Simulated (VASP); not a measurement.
ZnS (Wurtzite-2H):

```
Zn S
1.0
     3.88574    0.00000    0.00000
    -1.94287    3.36515    0.00000
     0.00000    0.00000    6.35627
Zn S
2 2
Cartesian
  1.9429 1.1217 3.1781
  0.0000 2.2434 0.0000
  1.9429 1.1217 5.6253
  0.0000 2.2434 2.4472
```

This cell differs from its parent crystal: volume scaled by 1.06.

Base run:

* Program: VASP 6.6.1
* Functional: PBEsol
* Potentials or basis: VASP PAW PBE potentials, release 64 (Zn, S)
* Cutoff: 520 eV
* k mesh: 8 × 8 × 5
* Occupations: fermi-dirac, width 0.05 eV
* Spin: no spin polarisation

Its results: band gap on the k mesh 1.85 eV, direct; pressure -4.9 GPa; largest force 0.244 eV/Å.

The run is repeated on the same cell with these changes: functional from PBEsol to LDA; potentials or basis from VASP PAW PBE potentials, release 64 (Zn, S) to VASP PAW LDA potentials, release 64 (Zn, S). What comes out?

Band gap on the k mesh 1.74 eV, direct; pressure -7.2 GPa; largest force 0.234 eV/Å.

Caveats: the PAW data sets were made with another functional, which shifts forces and pressure a little (some runs).

